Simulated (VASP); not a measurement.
Write the native input for VASP 6.6.1 that does the following.

```
Task                   : relaxation of cell and atoms
Functional             : PBE
Dispersion             : D3(BJ)
Potentials or basis    : VASP PAW PBE potentials, release 64 (Li_sv, H)
Cutoff                 : 750 eV
k mesh                 : 10 × 10 × 10
Occupations            : gaussian, width 0.02 eV
Spin                   : no spin polarisation
Dipole correction      : no
Further INCAR settings : ALGO = Normal; EDIFF = 1e-07; IBRION = 2; EDIFFG = -0.02; NSW = 70; ISIF = 3
```

The structure of LiH lies in POSCAR:

```
LiH
1.0
    0.0000000000      2.0086190000      2.0086190000
    2.0086190000      0.0000000000      2.0086190000
    2.0086190000      2.0086190000      0.0000000000
Li H
1 1
Direct
    0.0000000000      0.0000000000      0.0000000000
    0.5000000000      0.5000000000      0.5000000000
```

These files were run (other wordings do the same):

INCAR

```
PREC = Accurate
ENCUT = 750
EDIFF = 1E-7
ISMEAR = 0
SIGMA = 0.02
LREAL = F
LASPH = T
NELM = 120
ALGO = Normal
ISIF = 3
LWAVE = F
LCHARG = F
GGA = PE
IVDW = 12
IBRION = 2
NSW = 70
EDIFFG = -0.02
GGA_COMPAT = F
NELMIN = 4
```

KPOINTS

```
regular mesh
0
Gamma
  10 10 10
```

Potentials or basis: VASP PAW PBE potentials, release 64 (Li_sv, H).

Command:

```sh
$ cat potpaw_PBE.64/Li_sv/POTCAR potpaw_PBE.64/H/POTCAR > POTCAR
$ mpirun -np 1 vasp_std > vasp.out
```

It gave:

| Item | Value |
| --- | --- |
| Relaxed volume | 7.26 Å³/atom |
| Relaxed cell | a = 2.738 Å, b = 2.738 Å, c = 2.738 Å, α = 60.00°, β = 60.00°, γ = 60.00° |
| Space group after relaxing (to 0.05 Å) | Fm-3m (No. 225) |
| Energy gained by relaxing | 10.8 meV/atom |
| Ionic steps | 4 |
| Pressure after relaxing | 0.1 GPa |
| Band gap on the k mesh | 2.90 eV, direct |
| Dispersion energy per atom | -0.185 eV |

Wall time 50 s on 1 thread of Intel Xeon 8259CL, with other jobs on the host, peak memory 0.16 GiB.
